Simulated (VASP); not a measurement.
A run of VASP 6.6.1:

INCAR

```
ALGO = Normal ; EDIFF = 1E-7
EDIFFG = -0.003 ; ENCUT = 600
IBRION = 2 ; ISIF = 3
ISMEAR = 0 ; LASPH = True
LCHARG = False ; LREAL = False
LWAVE = False ; NELM = 100
NSW = 100 ; PREC = Accurate
SIGMA = 0.01
```

Contents of KPOINTS:

```
k-points
0
Gamma
  6 6 5
```

The input POSCAR:

```
Ga2O3
1.0
    6.1070000000     -1.5185500000      0.0000000000
    6.1070000000      1.5185500000      0.0000000000
   -1.3859888959      0.0000000000      5.6300087380
Ga O
4 6
Direct
    0.0905000000      0.0905000000      0.7946000000
    0.9095000000      0.9095000000      0.2054000000
    0.6586600000      0.6586600000      0.3140200000
    0.3413400000      0.3413400000      0.6859800000
    0.1645000000      0.1645000000      0.1098000000
    0.8355000000      0.8355000000      0.8902000000
    0.1733000000      0.1733000000      0.5632000000
    0.8267000000      0.8267000000      0.4368000000
    0.4959000000      0.4959000000      0.2566000000
    0.5041000000      0.5041000000      0.7434000000
```

Potentials or basis: VASP PAW LDA potentials, release 64 (Ga_d, O).

Run with:

```sh
$ cat potpaw_LDA.64/Ga_d/POTCAR potpaw_LDA.64/O/POTCAR > POTCAR
$ mpirun -np 1 vasp_std > vasp.out
```

Hardware: 1 thread of Oxide Virtual Turin-like Processor (shared host).

How long does it take, and how much memory?

Wall time 110 min on 1 thread of Oxide Virtual Turin-like Processor, with other jobs on the host, peak memory 0.42 GiB. Counts: scf iterations 138, k points 55, ion steps 20.
